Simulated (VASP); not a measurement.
# TaN (P6/mmm) in VASP: notebook

Runs on TaN. Level: PBE. Tasks: electric field gradients, density of states.

Program: VASP 6.6.1. These are calculated values, not measurements. Logs are shortened: lines on timing, memory, paths and dates and some standing lists are left out, and cuts for length are marked.

## Step 1: The cell of the first run

The structure is hexagonal, space group P6/mmm (No. 191). The conventional cell has a = 5.185 Å, b = 5.185 Å, c = 2.908 Å, α = 90.00°, β = 90.00°, γ = 120.00°. Ta (site symmetry 6/mmm) has 6 N at 2.59 Å and 14 Ta at 2.91 to 3.33 Å within 3.4 Å. Within 2.8 Å of Ta (site symmetry -6m2) lie 6 N at 2.09 Å. N (site symmetry mmm) has 6 Ta at 2.09 to 2.59 Å and 4 N at 2.59 Å within 2.8 Å.

## Step 2: Electric field gradients, PBE

INCAR

```
PREC = Accurate
ENCUT = 520
EDIFF = 1E-8
ISMEAR = -1
SIGMA = 0.02
LREAL = F
LASPH = T
NELM = 100
ALGO = Normal
ISIF = 2
LWAVE = F
LCHARG = F
GGA = PE
LEFG = T
NBANDS = 33
```

KPOINTS

```
regular mesh
0
Gamma
  6 6 9
```

POSCAR

```
TaN
1.0
    5.1849992558      0.0000000000      0.0000000000
   -2.5924996279      4.4903410741      0.0000000000
    0.0000000000      0.0000000000      2.9080000000
Ta N
3 3
Direct
    0.0000000000      0.0000000000      0.0000000000
    0.3333333333      0.6666666667      0.5000000000
    0.6666666667      0.3333333333      0.5000000000
    0.5000000000      0.0000000000      0.0000000000
    0.5000000000      0.5000000000      0.0000000000
    0.0000000000      0.5000000000      0.0000000000
```

Potentials or basis: VASP PAW PBE potentials, release 64 (Ta_pv, N).

On the command line:

```
$ cat potpaw_PBE.64/Ta_pv/POTCAR potpaw_PBE.64/N/POTCAR > POTCAR
$ mpirun -np 1 vasp_std > vasp.out
```

OUTCAR:

```text
PREC = Accurate
   ENCUT = 520
   EDIFF = 1E-8
   ISMEAR = -1
   LREAL = F
   LASPH = T
   NELM = 100
   ISIF = 2
   GGA = PE

 ion  position               nearest neighbor table
   1  0.000  0.000  0.000-   5 2.59   6 2.59   6 2.59   5 2.59   4 2.59   4 2.59   3 3.33   3 3.33
                             2 3.33   2 3.33   2 3.33   3 3.33   2 3.33   3 3.33   2 3.33   3 3.33
   2  0.333  0.667  0.500-   4 2.09   4 2.09   6 2.09   6 2.09   5 2.09   5 2.09   3 2.99   3 2.99
                             3 2.99   1 3.33   1 3.33   1 3.33   1 3.33   1 3.33   1 3.33
   3  0.667  0.333  0.500-   4 2.09   4 2.09   6 2.09   6 2.09   5 2.09   5 2.09   2 2.99   2 2.99
                             2 2.99   1 3.33   1 3.33   1 3.33   1 3.33   1 3.33   1 3.33
   4  0.500  0.000  0.000-   2 2.09   3 2.09   2 2.09   3 2.09   1 2.59   1 2.59
   5  0.500  0.500  0.000-   2 2.09   3 2.09   2 2.09   3 2.09   1 2.59   1 2.59
   6  0.000  0.500  0.000-   2 2.09   3 2.09   2 2.09   3 2.09   1 2.59   1 2.59

  LATTYP: Found a hexagonal cell.
 ALAT       =     5.1849992558
 C/A-ratio  =     0.5608486822

  Lattice vectors:

 A1 = (   5.1849992558,   0.0000000000,   0.0000000000)
 A2 = (  -2.5924996279,   4.4903410741,   0.0000000000)
 A3 = (   0.0000000000,   0.0000000000,   2.9080000000)

Analysis of symmetry for initial positions (statically):
=====================================================================
 Subroutine PRICEL returns:
 Original cell was already a primitive cell.

 Routine SETGRP: Setting up the symmetry group for a
 hexagonal supercell.

 Subroutine GETGRP returns: Found 24 space group operations
 (whereof 24 operations were pure point group operations)
 out of a pool of 24 trial point group operations.

The static configuration has the point symmetry D_6h.

Analysis of symmetry for dynamics (positions and initial velocities):
=====================================================================
 Subroutine PRICEL returns:
 Original cell was already a primitive cell.

 Routine SETGRP: Setting up the symmetry group for a
 hexagonal supercell.

 Subroutine GETGRP returns: Found 24 space group operations
 (whereof 24 operations were pure point group operations)
 out of a pool of 24 trial point group operations.

The dynamic configuration has the point symmetry D_6h.

 Subroutine INISYM returns: Found 24 space group operations
 (whereof 24 operations are pure point group operations),
 and found     1 'primitive' translations

----------------------------------------------------------------------------------------

                                     Primitive cell

  volume of cell :      67.7053

  direct lattice vectors                    reciprocal lattice vectors
     5.184999256  0.000000000  0.000000000     0.192864059  0.111350116  0.000000000
    -2.592499628  4.490341074  0.000000000     0.000000000  0.222700232  0.000000000
     0.000000000  0.000000000  2.908000000     0.000000000  0.000000000  0.343878955

  length of vectors
     5.184999256  5.184999256  2.908000000     0.222700232  0.222700232  0.343878955

  position of ions in fractional coordinates (direct lattice)
     0.000000000  0.000000000  0.000000000
     0.333333333  0.666666667  0.500000000
     0.666666667  0.333333333  0.500000000
     0.500000000  0.000000000  0.000000000
     0.500000000  0.500000000  0.000000000
     0.000000000  0.500000000  0.000000000

  ion indices of the primitive-cell ions
   primitive index   ion index
                 1           1
                 2           2
                 3           3
                 4           4
                 5           5
                 6           6

----------------------------------------------------------------------------------------

 KPOINTS: regular mesh

Automatic generation of k-mesh.
 Grid dimensions read from file:
[... 56 lines left out ...]
   PREC   = accura    normal or accurate (medium, high low for compatibility)
   ISTART =      0    job   : 0-new  1-cont  2-samecut
   ICHARG =      2    charge: 1-file 2-atom 10-const
   ISPIN  =      1    spin polarized calculation?
   LNONCOLLINEAR =      F non collinear calculations
   LSORBIT =      F    spin-orbit coupling
   LASPH  =      T    aspherical Exc in radial PAW
   ENCUT  =  520.0 eV  38.22 Ry    6.18 a.u.   9.64  9.64  5.41*2*pi/ulx,y,z
   NELM   =    100;   NELMIN=  2; NELMDL= -5     # of ELM steps
   EDIFF  = 0.1E-07   stopping-criterion for ELM
   LREAL  =      F    real-space projection
   EDIFFG = 0.1E-06   stopping-criterion for IOM
   NSW    =      0    number of steps for IOM
   IBRION =     -1    ionic relax: 0-MD 1-quasi-New 2-CG
   NFREE  =      0    steps in history (QN), initial steepest desc. (CG)
   ISIF   =      2    stress and relaxation
   ISYM   =      2    0-nonsym 1-usesym 2-fastsym
   POTIM  = 0.5000    time-step for ionic-motion
   TEBEG  =    0.0;   TEEND  =   0.0 temperature during run
   PSTRESS=    0.0 pullay stress
   NELECT =      48.0000    total number of electrons
   NUPDOWN=      -1.0000    fix difference up-down
   EMIN   =  10.00;   EMAX   =-10.00  energy-range for DOS
   EFERMI =   0.00;   METHOD = LEGACY
   ISMEAR =    -1;   SIGMA  =   0.02  broadening in eV -4-tet -1-fermi 0-gaus
   EFERMI_NEDOS =   21; number of points for ismear=-14 and -15
   IALGO  =     38    algorithm
   IMIX   =      4    mixing-type and parameters
     AMIX     =   0.40;   BMIX     =  1.00
     AMIX_MAG =   1.60;   BMIX_MAG =  1.00
  volume/ion in A,a.u.               =      11.28        76.15
  Fermi-wavevector in a.u.,A,eV,Ry     =   1.459759  2.758544 28.992597  2.130896
  Thomas-Fermi vector in A             =   2.576288
   LORBIT       =      0    0 simple, 1 ext, 2 COOP (PROOUT), +10 PAW based schemes
   GGA     = PE    functional components
   LHFCALC =     F    Hartree Fock is set to
   AEXX    =    0.0000 exact exchange contribution
   IVDW    =     0    specifies the selected vdW correction
   LEPSILON=     F    determine dielectric tensor
   LRPA    =     F    only Hartree local field effects (RPA)
 non-spin polarized calculation
  energy-cutoff  :      520.00
  volume of cell :       67.71
 maximum number of plane-waves:      1842
 NGX is ok and might be reduce to    40
   NGX = 19   NGY = 19   NGZ = 11

 number of electron      47.9999998 magnetization

 Free energy of the ion-electron system (eV)
  ---------------------------------------------------
  ext. energy  EPLUGINS =         0.00000000
  ---------------------------------------------------
  free energy    TOTEN  =       -64.70805321 eV

  energy without entropy =      -64.70689859  energy(sigma->0) =      -64.70747590

 E-fermi :   8.0586     XC(G=0): -13.0568

 val. band max:        8.0543743925   @ k =   0.1667  -0.0000   0.2222
 cond. band min:       8.0875888757   @ k =   0.0000   0.0000   0.2222
 fundamental gap:      0.0332144832
 Fermi energy:         8.0586075841

 k-point     1 :       0.0000    0.0000    0.0000
  band No.  band energies     occupation
      1     -27.9936      2.00000
      2     -27.9936      2.00000
      3     -27.6029      2.00000
      4     -27.6029      2.00000
      5     -27.3797      2.00000
      6     -27.2713      2.00000
[... 853 lines left out ...]
     32      11.9733      0.00000
     33      12.6185      0.00000

 [... further k-points ...]
[... 5 lines left out ...]
  --------------------------------------------------------------------------------------
  -------------------------------------------------------------------------------------
  Total        4.3632642      4.3632642      5.4167808      0.0000000      0.0000000      0.0000000
  in kB      103.2522840    103.2522840    128.1827004      0.0000000      0.0000000      0.0000000
  external PRESSURE =     111.5624228 kB  Pullay stress =       0.0000000 kB

 VOLUME and BASIS-vectors are now :
 -----------------------------------------------------------------------------
  energy-cutoff  :      520.00
  volume of cell :       67.71
      direct lattice vectors                 reciprocal lattice vectors
     5.184999256  0.000000000  0.000000000     0.192864059  0.111350116  0.000000000
    -2.592499628  4.490341074  0.000000000     0.000000000  0.222700232  0.000000000
     0.000000000  0.000000000  2.908000000     0.000000000  0.000000000  0.343878955

 POSITION                                       TOTAL-FORCE (eV/Angst)
 -----------------------------------------------------------------------------------
      0.00000      0.00000      0.00000        -0.000000      0.000000     -0.000000
     -0.00000      2.99356      1.45400         0.000000     -0.000000      0.000000
      2.59250      1.49678      1.45400        -0.000000      0.000000     -0.000000
      2.59250      0.00000      0.00000        -0.000000      0.000000     -0.000000
      1.29625      2.24517      0.00000        -0.000000      0.000000     -0.000000
     -1.29625      2.24517      0.00000        -0.000000      0.000000     -0.000000
 -----------------------------------------------------------------------------------
    total drift:                               -0.000000      0.000000     -0.000000

  FREE ENERGIE OF THE ION-ELECTRON SYSTEM (eV)
  ---------------------------------------------------
  free  energy   TOTEN  =       -64.7080532063 eV

  energy  without entropy=      -64.7068985930  energy(sigma->0) =      -64.70747590

 Electric field gradients (V/A^2)
---------------------------------------------------------------------
 ion       V_xx      V_yy      V_zz      V_xy      V_xz      V_yz
---------------------------------------------------------------------
   1     175.018   175.018  -350.036    -0.000    -0.000     0.000
   2     181.559   181.559  -363.118     0.000     0.000     0.000
   3     181.559   181.559  -363.118     0.000     0.000    -0.000
   4      32.353   -28.447    -3.907    -0.001     0.000     0.000
   5     -13.247    17.154    -3.908    26.328     0.000    -0.000
   6     -13.246    17.153    -3.907   -26.327    -0.000    -0.000
---------------------------------------------------------------------

 Electric field gradients after diagonalization (V/A^2)
 (convention: |V_zz| > |V_xx| > |V_yy|)
----------------------------------------------------------------------
 ion       V_xx      V_yy      V_zz     asymmetry (V_yy - V_xx)/ V_zz
----------------------------------------------------------------------
   1     175.018   175.018  -350.036       0.000
   2     181.560   181.559  -363.118       0.000
   3     181.560   181.559  -363.118       0.000
   4     -28.447    -3.907    32.353       0.759
   5     -28.447    -3.908    32.354       0.758
   6     -28.447    -3.907    32.353       0.759
----------------------------------------------------------------------

           NMR quadrupolar parameters

 Cq : quadrupolar parameter    Cq=e*Q*V_zz/h
 eta: asymmetry parameters     (V_yy - V_xx)/ V_zz
 Q  : nuclear electric quadrupole moment in mb (millibarn)
----------------------------------------------------------------------
 ion       Cq(MHz)       eta       Q (mb)
----------------------------------------------------------------------
   1      -0.846       0.000       1.000
   2      -0.878       0.000       1.000
   3      -0.878       0.000       1.000
   4       0.078       0.759       1.000
   5       0.078       0.758       1.000
   6       0.078       0.759       1.000
----------------------------------------------------------------------
```

Run time: 1.8 min. Hardware: 1 thread of Intel Xeon Platinum 8375C at 2.90GHz (Ice Lake), shared host; peak memory 0.22 GiB.

Results:

```yaml
Free_energy: -64.7081 eV
Pressure: 11.2 GPa
Band_gap_on_the_k_mesh: zero (band 24 reaches 9.04 eV, above the bottom of band 25 at 6.98 eV)
```

Levels at points of the mesh, in eV from the Fermi level:
| k point | band 22 | band 23 | band 24 | band 25 | band 26 | band 27 |
| --- | --- | --- | --- | --- | --- | --- |
| (0.00, 0.00, 0.00) | -2.35 | -1.89 | -1.08 | -1.08 | 0.98 | 0.98 |
| (0.50, 0.00, 0.00) | -2.76 | -1.54 | -0.52 | 1.52 | 2.01 | 2.03 |

Electric field gradients, principal values (V/Å²):
| atom | least | middle | greatest (by size) |
| --- | --- | --- | --- |
| 1 Ta | 175.018 | 175.018 | -350.036 |
| 2 Ta | 181.559 | 181.560 | -363.118 |
| 3 Ta | 181.559 | 181.560 | -363.118 |
| 4 N | -3.907 | -28.447 | 32.353 |
| 5 N | -3.908 | -28.447 | 32.354 |
| 6 N | -3.907 | -28.447 | 32.353 |

Caveat: without QUAD_EFG the Cq values of the log hold for a quadrupole moment of 1 mb, not for the nuclei; spin-orbit coupling is left out, which moves the levels of the heavy elements.

## Step 3: Density of states, PBE

POSCAR is that of step 2.

INCAR.step1

```
SYSTEM = TaN
PREC = Accurate ; ENCUT = 520
EDIFF = 1E-6 ; ISMEAR = -1
SIGMA = 0.02 ; LREAL = .False.
LASPH = .True. ; NELM = 80
ALGO = Normal ; ISIF = 2
LWAVE = .False. ; LCHARG = .True.
LMAXMIX = 4 ; GGA = PE
NBANDS = 33
```

KPOINTS.step1

```
regular mesh
0
Gamma
  6 6 9
  0 0 0
```

INCAR.step2

```
SYSTEM = TaN
PREC = Accurate ; ENCUT = 520
EDIFF = 1E-6 ; ISMEAR = -5
SIGMA = 0.02 ; LREAL = .False.
LASPH = .True. ; NELM = 80
ALGO = Normal ; ISIF = 2
LWAVE = .False. ; LCHARG = .False.
LMAXMIX = 4 ; GGA = PE
LORBIT = 11 ; NEDOS = 2001
ICHARG = 11
```

KPOINTS.step2

```
regular mesh
0
Gamma
  9 9 14
  0 0 0
```

Potentials or basis: VASP PAW PBE potentials, release 64 (Ta_pv, N).

On the command line:

```
$ cat potpaw_PBE.64/Ta_pv/POTCAR potpaw_PBE.64/N/POTCAR > POTCAR
$ cp INCAR.step1 INCAR
$ cp KPOINTS.step1 KPOINTS
$ mpirun -np 1 vasp_std > vasp.out
$ cp INCAR.step2 INCAR
$ cp KPOINTS.step2 KPOINTS
$ mpirun -np 1 vasp_std > vasp.out
```

It took 3.7 min on 1 thread of Intel Xeon Platinum 8375C at 2.90GHz (Ice Lake), shared host; peak memory 0.29 GiB.

Results (log left out):

```yaml
Valence_electrons_inside_the_program's_atomic_spheres: Ta 8.63, 9.06; N 3.82
```

Levels at points of the mesh, in eV from the Fermi level:
```
           k point  band 21  band 22  band 23  band 24  band 25  band 26  band 27  band 28
(0.00, 0.00, 0.00)    -3.01    -2.50    -2.05    -1.24    -1.24     0.83     0.83     1.28
(0.00, 0.00, 0.50)    -3.11    -3.11    -1.93     0.89     0.89     1.47     1.81     2.55
```

Caveat: spin-orbit coupling is left out, which moves the levels of the heavy elements; tetrahedron occupations give inexact forces and stress in metals.
